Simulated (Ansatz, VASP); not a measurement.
## Two plane-wave programs on W

```
W
1.0
    -1.56769    1.56769    1.56769
     1.56769   -1.56769    1.56769
     1.56769    1.56769   -1.56769
W
1
Cartesian
  0.0000 0.0000 0.0000
```

Alike in both runs: task single point; functional LDA; k mesh 14 × 14 × 14; occupations methfessel-paxton of order 1, width 0.1 eV; no spin polarisation.

```csv
,VASP,Ansatz
version,VASP 6.6.1,Ansatz 0.2.0
potentials or method,"VASP PAW LDA potentials, release 64 (W_sv), cutoff 520 eV","plane waves (420 eV) with PAW, scalar-relativistic"
valence electrons in the cell,14,14
```

```csv
,VASP,Ansatz,Ansatz less VASP
pressure (GPa),1.8,-0.1,-1.87
```

Ansatz warns that its potentials were made for another functional, while VASP's fit it. LDA's correlation is that of Perdew and Zunger in VASP and of Perdew and Wang (1992) in Ansatz.

Spin-orbit coupling is off throughout.
